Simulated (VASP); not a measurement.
Runs of VASP 6.6.1 on Ba. The structure is that of space group Im-3m (No. 229), or close to it. The cells are those of the table. 

| cell | gap on the mesh (eV) | pressure (GPa) |
| --- | --- | --- |
| a = 4.399 Å, angles 109.5°, 1 atom | none | -0.2 |
| a = 4.160 Å, angles 109.5°, 1 atom | none | 1.6 |
| a = 4.222 Å, angles 109.5°, 1 atom | none | (a) |
| a = 4.509 Å, angles 109.5°, 1 atom | none | (b) |
| a = 4.283 Å, angles 109.5°, 1 atom | none | 0.5 |
| a = 4.454 Å, angles 109.5°, 1 atom | none | -0.5 |
| a = 4.341 Å, angles 109.5°, 1 atom | none | 0.1 |

Alike in all rows: task single point; level PBE; potentials or basis VASP PAW PBE potentials, release 64 (Ba_sv); no spin polarisation; k mesh 7 × 7 × 7; cutoff (eV) 520; smearing fermi-dirac 0.1 eV.

Problem. Fill in the values left out.

Solution. (a) 1.0; (b) -0.7.

Caveats: spin-orbit coupling is left out, which moves the levels of the heavy elements.

A k mesh can miss the band edges, and the runs leave out spin-orbit coupling on Ba.

A gap of «none» marks levels without a gap at the run's occupations.
